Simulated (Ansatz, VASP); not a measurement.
# Mg2Sn: VASP beside Ansatz

Contents of INCAR:

```
SYSTEM = Mg2Sn
PREC = Accurate
ENCUT = 600
EDIFF = 1E-6
ISMEAR = -1
SIGMA = 0.08
LREAL = .FALSE.
LASPH = .TRUE.
NELM = 120
ALGO = Normal
ISIF = 2
LWAVE = .FALSE.
LCHARG = .FALSE.
NBANDS = 16
GGA_COMPAT = .FALSE.
```

KPOINTS

```
regular mesh
0
G
  11 11 11
  0 0 0
```

The input POSCAR:

```
Mg2Sn
1.0
    0.0000000000      3.3795000000      3.3457050000
    3.3795000000      0.0000000000      3.3457050000
    3.3795000000      3.3795000000      0.0000000000
Mg Sn
2 1
Direct
    0.2500000000      0.2500000000      0.2500000000
    0.7500000000      0.7500000000      0.7500000000
    0.0000000000      0.0000000000      0.0000000000
```

Input for Ansatz:

```yaml
crystal:
  lattice:
    - [0.0, 3.3795, 3.345705]
    - [3.3795, 0.0, 3.345705]
    - [3.3795, 3.3795, 0.0]
  atoms:
    - { symbol: Mg, position: [0.25, 0.25, 0.25] }
    - { symbol: Mg, position: [0.75, 0.75, 0.75] }
    - { symbol: Sn, position: [0.0, 0.0, 0.0] }
kpoints:
  mp_grid: { grid: [11, 11, 11] }
  band_path:
    path:
      - [0.0, 0.0, 0.0]
      - [0.0, 0.5, 0.5]
      - [0.25, 0.75, 0.5]
      - [0.0, 0.5, 0.0]
      - [0.0, 0.0, 0.0]
      - [0.5, 0.5, 0.0]
      - [0.3775380063, 0.6224619937, 0.0]
      - [-0.3775380063, 0.3775380063, 0.0]
      - [0.0, 0.0, 0.0]
    npoints: 5
scf:
  occupations: { method: fermi_dirac, width: 0.08 }
hamiltonian:
  xc: lda
  pseudopotentials: { kind: all_electron, lapw: { basis_error: 0.0005 } }
output:
  forces: true
  stress: true
  eigenvalues: true
```

Change from the starting cell: zz strain of -1 %.

Alike in both runs: task single point; functional LDA; k mesh 11 × 11 × 11; occupations fermi-dirac, width 0.08 eV; no spin polarisation.

```csv
,VASP,Ansatz
version,VASP 6.6.1,Ansatz 0.2.0
potentials or method,"VASP PAW LDA potentials, release 64 (Mg, Sn_d), cutoff 600 eV","all-electron LAPW, scalar-relativistic"
```

Ansatz gave:

- pressure (GPa): -1.4
- traceless stress, the component that is largest in VASP (GPa): 0.31

Task: Estimate VASP's values.

Result: Pressure (GPa): -1.7; traceless stress, the component that is largest in VASP (GPa): 0.31.

LDA's correlation is that of Perdew and Zunger in VASP and of Perdew and Wang (1992) in Ansatz. Ansatz ran all-electron here, and VASP with PAW potentials.
